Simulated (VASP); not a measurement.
# InPd (Fm-3m) in VASP: settings compared, part 2 of 2

VASP 6.6.1. The steps go on from the part before.

### 3 Single point, B3LYP

This run uses another cell than the first one, of 20.71 Å³/atom.

Contents of POSCAR:

```
InPd
1.0
    0.0000000000      2.7460700000      2.7460700000
    2.7460700000      0.0000000000      2.7460700000
    2.7460700000      2.7460700000      0.0000000000
In Pd
1 1
Direct
    0.0000000000      0.0000000000      0.0000000000
    0.5000000000      0.5000000000      0.5000000000
```

Contents of INCAR.step1:

```
SYSTEM = InPd
PREC = Accurate ; ENCUT = 520
EDIFF = 1E-5 ; ISMEAR = -1
SIGMA = 0.05 ; LREAL = .False.
LASPH = .True. ; NELM = 80
ALGO = Normal ; ISIF = 2
LWAVE = .True. ; GGA = PE
NBANDS = 18
```

Contents of INCAR.step2:

```
SYSTEM = InPd
PREC = Accurate ; ENCUT = 520
EDIFF = 1E-6 ; ISMEAR = -1
SIGMA = 0.05 ; LREAL = .False.
LASPH = .True. ; NELM = 80
ALGO = Normal ; ISIF = 2
LWAVE = .False. ; LCHARG = .True.
GGA = B3 ; LHFCALC = .True.
AEXX = 0.2 ; AGGAX = 0.72
AGGAC = 0.81 ; ALDAC = 0.19
PRECFOCK = Normal ; LELF = .True.
LVHAR = .True. ; ISTART = 1
NBANDS = 18
```

Contents of KPOINTS:

```
Automatic mesh
0
Gamma
  4 4 4
  0 0 0
```

Potentials or basis: VASP PAW PBE potentials, release 64 (In_d, Pd).

The run is started by

```bash
$ cat potpaw_PBE.64/In_d/POTCAR potpaw_PBE.64/Pd/POTCAR > POTCAR
$ cp INCAR.step1 INCAR
$ mpirun -np 1 vasp_std > vasp.out
$ cp INCAR.step2 INCAR
$ mpirun -np 1 vasp_std > vasp.out
```

OUTCAR:

```text
SYSTEM = InPd
   PREC = Accurate
   ENCUT = 520
   EDIFF = 1E-6
   ISMEAR = -1
   LREAL = .False.
   LASPH = .True.
   NELM = 80
   ISIF = 2
   GGA = B3
   LHFCALC = .True.
   AEXX = 0.2
   PRECFOCK = Normal
   ISTART = 1

 ion  position               nearest neighbor table
   1  0.000  0.000  0.000-   2 2.75   2 2.75   2 2.75   2 2.75   2 2.75   2 2.75
   2  0.500  0.500  0.500-   1 2.75   1 2.75   1 2.75   1 2.75   1 2.75   1 2.75

  LATTYP: Found a face centered cubic cell.
 ALAT       =     5.4921400000

  Lattice vectors:

 A1 = (   0.0000000000,   2.7460700000,   2.7460700000)
 A2 = (   2.7460700000,   0.0000000000,   2.7460700000)
 A3 = (   2.7460700000,   2.7460700000,   0.0000000000)

Analysis of symmetry for initial positions (statically):
=====================================================================
 Subroutine PRICEL returns:
 Original cell was already a primitive cell.

 Routine SETGRP: Setting up the symmetry group for a
 face centered cubic supercell.

 Subroutine GETGRP returns: Found 48 space group operations
[... 152 lines left out ...]
  free energy    TOTEN  =        -8.83589755 eV

  energy without entropy =       -8.82745457  energy(sigma->0) =       -8.83167606

 E-fermi :   7.8989     XC(G=0):  -8.8996

 val. band max:        7.8215825858   @ k =  -0.2500   0.5000   0.2500
 cond. band min:       8.5922452545   @ k =   0.5000   0.5000   0.0000
 fundamental gap:      0.7706626688
 Fermi energy:         7.8988505793

 k-point     1 :       0.0000    0.0000    0.0000
  band No.  band energies     occupation
      1      -8.3365      2.00000
      2      -8.3365      2.00000
      3      -8.2499      2.00000
      4      -8.2499      2.00000
      5      -8.2499      2.00000
      6      -1.6096      2.00000
[... 145 lines left out ...]
      5      -8.1094      2.00000
      6       1.6053      2.00000
[... 10 lines left out ...]
     17      20.4517      0.00000
     18      20.4517      0.00000

------------------------ aborting loop because EDIFF is reached ----------------------------------------

  FORCE on cell =-STRESS in cart. coord.  units (eV):
  Direction    XX          YY          ZZ          XY          YZ          ZX
  --------------------------------------------------------------------------------------
  -------------------------------------------------------------------------------------
  Total        0.3040971      0.3040971      0.3040971      0.0000000      0.0000000     -0.0000000
  in kB       11.7640818     11.7640818     11.7640818      0.0000000      0.0000000     -0.0000000
  external PRESSURE =      11.7640818 kB  Pullay stress =       0.0000000 kB

 VOLUME and BASIS-vectors are now :
 -----------------------------------------------------------------------------
  energy-cutoff  :      520.00
  volume of cell :       41.42
      direct lattice vectors                 reciprocal lattice vectors
     0.000000000  2.746070000  2.746070000    -0.182078388  0.182078388  0.182078388
     2.746070000  0.000000000  2.746070000     0.182078388 -0.182078388  0.182078388
     2.746070000  2.746070000  0.000000000     0.182078388  0.182078388 -0.182078388

 POSITION                                       TOTAL-FORCE (eV/Angst)
 -----------------------------------------------------------------------------------
      0.00000      0.00000      0.00000        -0.000000     -0.000000     -0.000000
      2.74607      2.74607      2.74607         0.000000      0.000000      0.000000
 -----------------------------------------------------------------------------------
    total drift:                                0.000000     -0.000000      0.000000

  FREE ENERGIE OF THE ION-ELECTRON SYSTEM (eV)
  ---------------------------------------------------
  free  energy   TOTEN  =        -8.8358975515 eV

  energy  without entropy=       -8.8274545734  energy(sigma->0) =       -8.83167606
```

OSZICAR.step1:

```text
N       E                     dE             d eps       ncg     rms          rms(c)
DAV:   1     0.173921027601E+03    0.17392E+03   -0.11072E+04   292   0.158E+03
DAV:   2     0.377285965347E+01   -0.17015E+03   -0.16194E+03   290   0.373E+02
DAV:   3    -0.805864624882E+01   -0.11832E+02   -0.11719E+02   304   0.967E+01
DAV:   4    -0.835228774140E+01   -0.29364E+00   -0.29344E+00   338   0.146E+01
DAV:   5    -0.836841476056E+01   -0.16127E-01   -0.16127E-01   394   0.334E+00    0.479E+00
DAV:   6    -0.824477073465E+01    0.12364E+00   -0.31155E-01   344   0.693E+00    0.214E+00
DAV:   7    -0.822342950481E+01    0.21341E-01   -0.49496E-02   390   0.327E+00    0.114E+00
DAV:   8    -0.821773853591E+01    0.56910E-02   -0.15016E-02   350   0.117E+00    0.321E-01
DAV:   9    -0.821723089249E+01    0.50764E-03   -0.12568E-03   376   0.522E-01    0.634E-02
DAV:  10    -0.821724061010E+01   -0.97176E-05   -0.38523E-05   374   0.797E-02
   1 F= -.82172406E+01 E0= -.82115911E+01  d E =-.112990E-01
```

Run time: 35 min. Hardware: 1 thread of AMD EPYC, shared host; peak memory 0.16 GiB.

Results:

```
Free energy            : -8.8359 eV
Pressure               : 1.2 GPa
Band gap on the k mesh : zero (an odd number of electrons rules out a gap without spin polarisation)
```

Levels at points of the mesh, in eV from the Fermi level:
| k point | band 8 | band 9 | band 10 | band 11 | band 12 | band 13 | band 14 | band 15 |
| --- | --- | --- | --- | --- | --- | --- | --- | --- |
| (0.00, 0.00, 0.00) | -3.69 | -3.69 | -3.19 | -3.19 | 6.60 | 6.60 | 6.60 | 10.44 |
| (0.50, 0.00, 0.00) | -4.28 | -4.28 | -3.24 | -3.24 | -1.72 | 8.63 | 8.63 | 8.79 |
| (0.50, 0.50, 0.00) | -3.08 | -3.07 | -2.93 | -2.51 | 0.69 | 2.40 | 2.40 | 5.87 |

Caveat: the k points lie up to 0.50 Å⁻¹ apart, too coarse for converged energies and pressures of a metal; the PAW data sets were made with another functional, which shifts forces and pressure a little; spin-orbit coupling is left out, which moves the levels of the heavy elements.

The gap in the log of VASP goes by the Fermi energy; the results here count the filled bands.